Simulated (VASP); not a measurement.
# Zn (Pm-3m) in VASP: notebook, part 2 of 2

VASP 6.6.1. Earlier steps stand in the parts before.

## 4. Single point, BLYP

This run uses another cell than the first one, of 20.29 Å³/atom, 1.042 times its volume.

Input file INCAR:

```
SYSTEM = Zn
  PREC = Accurate
  ENCUT = 520
  EDIFF = 1E-7
  ISMEAR = -1
  SIGMA = 0.1
  LREAL = .FALSE.
  LASPH = .TRUE.
  NELM = 60
  ALGO = Normal
  ISIF = 2
  LWAVE = .FALSE.
  LCHARG = .TRUE.
  GGA = B5
  ALDAX = 1.0
  AGGAX = 1.0
  AGGAC = 1.0
  ALDAC = 0.0
  LELF = .TRUE.
  LVHAR = .TRUE.
  NBANDS = 12
```

Input file KPOINTS:

```
Automatic mesh
0
G
  13 13 13
  0 0 0
```

Input file POSCAR:

```
Zn
1.0
    2.7275890583      0.0000000000      0.0000000000
    0.0000000000      2.7275890583      0.0000000000
    0.0000000000      0.0000000000      2.7275890583
Zn
1
Direct
    0.0000000000      0.0000000000      0.0000000000
```

Potentials or basis: VASP PAW PBE potentials, release 64 (Zn).

Run with:

```sh
cat potpaw_PBE.64/Zn/POTCAR > POTCAR
mpirun -np 1 vasp_std > vasp.out
```

OUTCAR:

```text
SYSTEM = Zn
   PREC = Accurate
   ENCUT = 520
   EDIFF = 1E-7
   ISMEAR = -1
   LREAL = .FALSE.
   LASPH = .TRUE.
   NELM = 60
   ISIF = 2
   GGA = B5

 ion  position               nearest neighbor table
   1  0.000  0.000  0.000-

  LATTYP: Found a simple cubic cell.
 ALAT       =     2.7275890583

  Lattice vectors:

 A1 = (   2.7275890583,   0.0000000000,   0.0000000000)
 A2 = (   0.0000000000,   2.7275890583,   0.0000000000)
 A3 = (   0.0000000000,   0.0000000000,   2.7275890583)

Analysis of symmetry for initial positions (statically):
=====================================================================
 Subroutine PRICEL returns:
 Original cell was already a primitive cell.

 Routine SETGRP: Setting up the symmetry group for a
 simple cubic supercell.

 Subroutine GETGRP returns: Found 48 space group operations
 (whereof 48 operations were pure point group operations)
 out of a pool of 48 trial point group operations.

The static configuration has the point symmetry O_h .

Analysis of symmetry for dynamics (positions and initial velocities):
[... 166 lines left out ...]
      2      -6.1217      2.00000
      3      -6.1217      2.00000
      4      -5.1899      2.00000
      5      -5.1899      2.00000
      6      -5.1899      2.00000
      7      12.8587      0.00000
      8      12.8587      0.00000
      9      12.8587      0.00000
     10      16.0038      0.00000
     11      16.0038      0.00000
     12      18.5174      0.00000
[... 331 lines left out ...]
 k-point    24 :       0.3846    0.3077    0.0000
  band No.  band energies     occupation
      1      -5.9254      2.00000
      2      -5.8301      2.00000
      3      -5.3982      2.00000
      4      -5.3404      2.00000
      5      -5.3170      2.00000
      6      -1.4986      2.00000
      7       3.5064      0.00000
      8       7.0073      0.00000
      9      12.4488      0.00000
     10      17.8447      0.00000
     11      20.8200      0.00000
     12      24.4049      0.00000

 [... further k-points ...]

------------------------ aborting loop because EDIFF is reached ----------------------------------------

  FORCE on cell =-STRESS in cart. coord.  units (eV):
  Direction    XX          YY          ZZ          XY          YZ          ZX
  --------------------------------------------------------------------------------------
  -------------------------------------------------------------------------------------
  Total        0.0158224      0.0158224      0.0158224     -0.0000000     -0.0000000      0.0000000
  in kB        1.2492404      1.2492404      1.2492404     -0.0000000     -0.0000000      0.0000000
  external PRESSURE =       1.2492404 kB  Pullay stress =       0.0000000 kB

 VOLUME and BASIS-vectors are now :
 -----------------------------------------------------------------------------
  energy-cutoff  :      520.00
  volume of cell :       20.29
      direct lattice vectors                 reciprocal lattice vectors
     2.727589058  0.000000000  0.000000000     0.366624143  0.000000000  0.000000000
     0.000000000  2.727589058  0.000000000     0.000000000  0.366624143  0.000000000
     0.000000000  0.000000000  2.727589058     0.000000000  0.000000000  0.366624143

 POSITION                                       TOTAL-FORCE (eV/Angst)
 -----------------------------------------------------------------------------------
      0.00000      0.00000      0.00000         0.000000      0.000000      0.000000
 -----------------------------------------------------------------------------------
    total drift:                                0.000000      0.000000      0.000000

  FREE ENERGIE OF THE ION-ELECTRON SYSTEM (eV)
  ---------------------------------------------------
  free  energy   TOTEN  =        -0.3234168396 eV

  energy  without entropy=       -0.3128142956  energy(sigma->0) =       -0.31811557
```

OSZICAR:

```text
N       E                     dE             d eps       ncg     rms          rms(c)
DAV:   1     0.456111641653E+02    0.45611E+02   -0.65698E+03  2040   0.143E+03
DAV:   2     0.133380697035E+01   -0.44277E+02   -0.42026E+02  2076   0.212E+02
DAV:   3    -0.381006318485E+00   -0.17148E+01   -0.17126E+01  2400   0.419E+01
DAV:   4    -0.386961648945E+00   -0.59553E-02   -0.59552E-02  2156   0.255E+00
DAV:   5    -0.386968430778E+00   -0.67818E-05   -0.67819E-05  2372   0.822E-02    0.154E+00
DAV:   6    -0.326452063359E+00    0.60516E-01   -0.31816E-01  2344   0.108E+01    0.107E+00
DAV:   7    -0.324223437119E+00    0.22286E-02   -0.68728E-03  2164   0.143E+00    0.543E-01
DAV:   8    -0.323391698822E+00    0.83174E-03   -0.11908E-03  2260   0.343E-01    0.211E-02
DAV:   9    -0.323413924147E+00   -0.22225E-04   -0.53359E-05  2276   0.763E-02    0.138E-02
DAV:  10    -0.323417114063E+00   -0.31899E-05   -0.46967E-06  2128   0.192E-02    0.177E-03
DAV:  11    -0.323416929276E+00    0.18479E-06   -0.22476E-07  1744   0.805E-03    0.478E-04
DAV:  12    -0.323416839579E+00    0.89698E-07   -0.43166E-08  1216   0.333E-03
   1 F= -.32341684E+00 E0= -.31811557E+00  d E =-.106025E-01
```

Wall time 10 s (1 thread of Intel Xeon Platinum 8488C (Sapphire Rapids), shared host); peak memory 0.13 GiB.

What came out:

| Quantity | Value |
| --- | --- |
| Free energy | -0.3234 eV |
| Pressure | 0.1 GPa |
| Band gap on the k mesh | zero (band 6 reaches 5.70 eV, above the bottom of band 7 at -0.02 eV) |

Caveat: the PAW data sets were made with another functional, which shifts forces and pressure a little.

## 5. Summary

```csv
cell,k mesh,gap on the mesh (eV),pressure (GPa)
"a = 2.691 Å, 1 atom",13 × 13 × 13,none,1.5
"a = 2.728 Å, 1 atom",12 × 12 × 12,none,0.1
"a = 2.728 Å, 1 atom",13 × 13 × 13,none,0.1
```

Alike in all rows: task single point; level BLYP; potentials or basis VASP PAW PBE potentials, release 64 (Zn); no spin polarisation; cutoff (eV) 520; smearing fermi-dirac 0.1 eV.

Caveats: the PAW data sets were made with another functional, which shifts forces and pressure a little.

Total energies depend on the potentials used, so only differences within one code and one set of settings carry meaning.
